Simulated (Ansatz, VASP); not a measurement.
# One calculation of Sn, two programs

INCAR

```
PREC = Accurate ; ENCUT = 520
EDIFF = 1E-7 ; ISMEAR = 0
SIGMA = 0.15 ; LREAL = F
LASPH = T ; NELM = 80
ALGO = Fast ; ISIF = 2
LWAVE = F ; LCHARG = F
GGA = PE ; IVDW = 12
NBANDS = 13
```

The input KPOINTS:

```
Automatic mesh
0
Gamma
  20 20 20
```

File POSCAR:

```
Sn
1.0
   -1.8354047422      1.8354047422      2.0189452164
    1.8354047422     -1.8354047422      2.0189452164
    1.8354047422      1.8354047422     -2.0189452164
Sn
1
Direct
    0.0000000000      0.0000000000      0.0000000000
```

Input for Ansatz:

```yaml
crystal:
  lattice:
    - [-1.8354047422, 1.8354047422, 2.0189452164]
    - [1.8354047422, -1.8354047422, 2.0189452164]
    - [1.8354047422, 1.8354047422, -2.0189452164]
  atoms:
    - { symbol: Sn, position: [0.0, 0.0, 0.0] }
basis:
  ecutwfc: 420
kpoints:
  mp_grid: { grid: [20, 20, 20] }
hamiltonian:
  xc: pbe
  dispersion: d3bj
scf:
  occupations: { method: gaussian, width: 0.15 }
output:
  forces: true
  stress: true
  eigenvalues: true
```

Alike in both runs: task single point; functional PBE; dispersion D3(BJ); k mesh 20 × 20 × 20; occupations gaussian, width 0.15 eV; no spin polarisation.

|  | VASP | Ansatz |
| --- | --- | --- |
| version | VASP 6.6.1 | Ansatz 0.2.0 |
| potentials or method | VASP PAW PBE potentials, release 64 (Sn_d), cutoff 520 eV | scalar-relativistic, plane waves, PAW |
| valence electrons in the cell | 14 | 14 |

|  | VASP | Ansatz | Ansatz less VASP |
| --- | --- | --- | --- |
| gap on the k mesh at the Fermi level (eV) | none | none | - |
| pressure (GPa) | -1.4 | -1.3 | +0.06 |
| traceless stress, the component that is largest in VASP (GPa) | 0.40 | 0.40 | -0.001 |

A gap of «none» marks a metal or a gap that the smearing closes.
